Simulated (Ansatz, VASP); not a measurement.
Two plane-wave programs on Na4H

INCAR

```
PREC     = Accurate       # precision mode
ENCUT    = 520            # plane-wave cutoff, eV
EDIFF    = 1E-6           # SCF threshold, eV
ISMEAR   = 0              # smearing method
SIGMA    = 0.1            # smearing width, eV
LREAL    = False          # projectors in reciprocal space
LASPH    = True           # aspherical terms in the spheres
NELM     = 100            # most SCF steps
ALGO     = Normal         # electronic algorithm
ISIF     = 2              # what is computed and relaxed
LWAVE    = False          # write WAVECAR
LCHARG   = False          # write CHGCAR
LDIPOL   = True         
IDIPOL   = 3            
DIPOL    = 0.5 0.5 0.286
GGA      = PE             # functional
NBANDS   = 40             # bands
```

The input KPOINTS:

```
Automatic mesh
0
Gamma
  4 4 1
```

POSCAR

```
Na4H
1.0
    7.2665057608      0.0000000000      0.0000000000
   -2.4221685869      6.8509273320      0.0000000000
    0.0000000000      0.0000000000     20.9665385532
Na H
8 2
Direct
    0.2500000000      0.2500000000      0.1907801800
    0.2500000000      0.7500000000      0.1907801800
    0.7500000000      0.2500000000      0.1907801800
    0.7500000000      0.7500000000      0.1907801800
    0.0000000000      0.0000000000      0.3322693699
    0.0000000000      0.5000000000      0.3322693699
    0.5000000000      0.0000000000      0.3322693699
    0.5000000000      0.5000000000      0.3322693699
   -0.0447257610      0.7500000000      0.3842569689
    0.0447257610      0.7500000000      0.3842569689
```

Input for Ansatz:

```yaml
crystal:
  lattice:
    - [7.2665057608, 0.0, 0.0]
    - [-2.4221685869, 6.850927332, 0.0]
    - [0.0, 0.0, 20.9665385532]
  atoms:
    - { symbol: Na, position: [0.25, 0.25, 0.19078018] }
    - { symbol: Na, position: [0.25, 0.75, 0.19078018] }
    - { symbol: Na, position: [0.75, 0.25, 0.19078018] }
    - { symbol: Na, position: [0.75, 0.75, 0.19078018] }
    - { symbol: Na, position: [0.0, 0.0, 0.3322693699] }
    - { symbol: Na, position: [0.0, 0.5, 0.3322693699] }
    - { symbol: Na, position: [0.5, 0.0, 0.3322693699] }
    - { symbol: Na, position: [0.5, 0.5, 0.3322693699] }
    - { symbol: H, position: [-0.044725761, 0.75, 0.3842569689] }
    - { symbol: H, position: [0.044725761, 0.75, 0.3842569689] }
basis:
  ecutwfc: 420
kpoints:
  mp_grid: { grid: [4, 4, 1] }
hamiltonian:
  xc: pbe
scf:
  occupations: { method: gaussian, width: 0.1 }
output:
  forces: true
  eigenvalues: true
efield:
  axis: 3
  dipole_correction: true
  ramp_width: 0.04
```

Alike in both runs: task single point; functional PBE; k mesh 4 × 4 × 1; occupations gaussian, width 0.1 eV; no spin polarisation.

```csv
,VASP,Ansatz
version,VASP 6.6.1,Ansatz 0.2.0
potentials or method,"VASP PAW PBE potentials, release 64 (Na_pv, H), cutoff 520 eV","scalar-relativistic, plane waves, PAW"
valence electrons in the cell,58,74
```

VASP gave:

```
gap on the k mesh at the Fermi level (eV) : none
rms of the force components (eV/Å)        : 1.375
```

**Question.** Estimate Ansatz's values.

**Answer.** gap on the k mesh at the Fermi level (eV): none; rms of the force components (eV/Å): 1.366.

Atom by atom the forces differ by 0.009 eV/Å (rms over components). A gap of «none» marks a metal or a gap that the smearing closes. VASP's potentials hold 58 valence electrons a cell and Ansatz's 74, so a difference there can come from the potentials and not from the codes.
